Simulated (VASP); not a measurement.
# HC24: single point with PBE+D3(BJ)

The system is HC24, a slab with vacuum.

```
C H
1.0
     4.92995    0.00000    0.00000
    -2.46497    4.26946    0.00000
     0.00000    0.00000   25.74417
C H
24 1
Direct
  0.00000 0.00000 0.33017
  0.00000 0.50000 0.33017
  0.50000 0.00000 0.33017
  0.50000 0.50000 0.33017
  0.16667 0.33333 0.33017
  0.16667 0.83333 0.33017
  0.66667 0.33333 0.33017
  0.66667 0.83333 0.33017
  0.99354 0.99677 0.45869
  0.00000 0.50000 0.46026
  0.50323 0.99677 0.45869
  0.50323 0.50646 0.45869
  0.33333 0.16667 0.46999
  0.33524 0.66762 0.45861
  0.83238 0.16476 0.45861
  0.83238 0.66762 0.45861
  0.99983 0.99992 0.59759
  0.00000 0.50000 0.59758
  0.50008 0.99992 0.59759
  0.50008 0.50017 0.59759
  0.16657 0.33343 0.59762
  0.16657 0.83314 0.59762
  0.66686 0.33343 0.59762
  0.66667 0.83333 0.59747
  0.33333 0.16667 0.51384
```

| Property | Result |
| --- | --- |
| Program | VASP 6.6.1 |
| Task | single point |
| Functional | PBE |
| Dispersion | D3(BJ) |
| Potentials or basis | VASP PAW PBE potentials, release 64 (C, H) |
| Cutoff | 520 eV |
| k mesh | 6 × 6 × 1 |
| Occupations | gaussian, width 0.1 eV |
| Spin | no spin polarisation |

```yaml
Largest_force: 0.049 eV/Å
Band_gap_on_the_k_mesh: zero (an odd number of electrons rules out a gap without spin polarisation)
Dispersion_energy_per_atom: -0.127 eV
```

Forces in eV/Å, atoms in the order of the input:
```
C   -0.014 -0.008  0.025
C    0.000  0.000  0.018
C    0.014 -0.008  0.025
C    0.000  0.016  0.025
C   -0.011  0.006 -0.021
C    0.000 -0.013 -0.021
C    0.011  0.006 -0.021
C    0.000  0.000 -0.049
C    0.001  0.001 -0.007
C    0.000  0.000 -0.004
C   -0.001  0.001 -0.007
C    0.000 -0.001 -0.007
C    0.000  0.000  0.019
C   -0.010 -0.006  0.002
C    0.000  0.011  0.002
C    0.010 -0.006  0.002
C    0.005  0.003  0.001
C    0.000  0.000  0.005
C   -0.005  0.003  0.001
C    0.000 -0.006  0.001
C    0.008 -0.005  0.000
C    0.000  0.009  0.000
C   -0.008 -0.005  0.000
C    0.000  0.000  0.001
H    0.000  0.000  0.009
```

Levels at points of the mesh, in eV from the Fermi level:
```csv
k point,band 47,band 48,band 49,band 50,band 51,band 52
"(0.00, 0.00, 0.00)",-2.27,-2.27,-0.23,1.37,1.37,1.54
"(0.50, 0.00, 0.00)",-2.69,-2.37,0.24,2.48,2.70,2.71
```

Wall time 22 min on 1 thread of Intel Xeon 8259CL, with other jobs on the host, peak memory 0.67 GiB.

Caveat: an odd number of electrons without spin polarisation forces a metal; a magnetic or distorted state may lie lower.
